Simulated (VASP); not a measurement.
HfGe3: single point with PBE

HfGe3:

```
Hf Ge
1.0
     4.18939    0.00000    0.00000
     0.00000    4.18939    0.00000
     0.00000    0.00000    4.18939
Hf Ge
1 3
Direct
  0.00000 0.00000 0.00000
  0.00000 0.50000 0.50000
  0.50000 0.50000 0.00000
  0.50000 0.00000 0.50000
```

```yaml
Program: VASP 6.6.1
Task: single point
Functional: PBE
Potentials_or_basis: VASP PAW PBE potentials, release 64 (Hf_pv, Ge_d)
Cutoff: 520 eV
k_mesh: 8 × 8 × 8
Occupations: gaussian, width 0.05 eV
Spin: no spin polarisation
Dipole_correction: no
k_mesh_for_the_DOS: 12 × 12 × 12
Occupations_for_the_DOS: tetrahedron
Further_INCAR_settings: ALGO = Normal; EDIFF = 1e-07; NBANDS = 34
```

* Valence electrons inside the program's atomic spheres: Hf 8.12; Ge 12.31

Levels at points of the mesh, in eV from the Fermi level:
```tsv
k point	band 22	band 23	band 24	band 25	band 26	band 27	band 28	band 29	band 30	band 31
(0.00, 0.00, 0.00)	-3.86	-3.86	-3.86	0.43	0.43	0.43	0.56	1.44	1.44	1.96
(0.50, 0.00, 0.00)	-3.78	-3.78	-3.21	-0.79	-0.79	-0.73	0.37	0.67	1.97	2.55
(0.50, 0.50, 0.00)	-6.44	-2.56	-2.56	-1.17	-0.43	0.28	0.28	0.86	1.26	2.81
(0.50, 0.50, 0.50)	-6.10	-4.70	-4.70	-4.70	-0.65	1.82	1.82	2.95	2.95	2.95
```

Run time: 3.6 min on 1 thread of Intel Xeon 8259CL, with other jobs on the host, peak memory 0.3 GiB.

Caveat: spin-orbit coupling is left out, which moves the levels of the heavy elements.
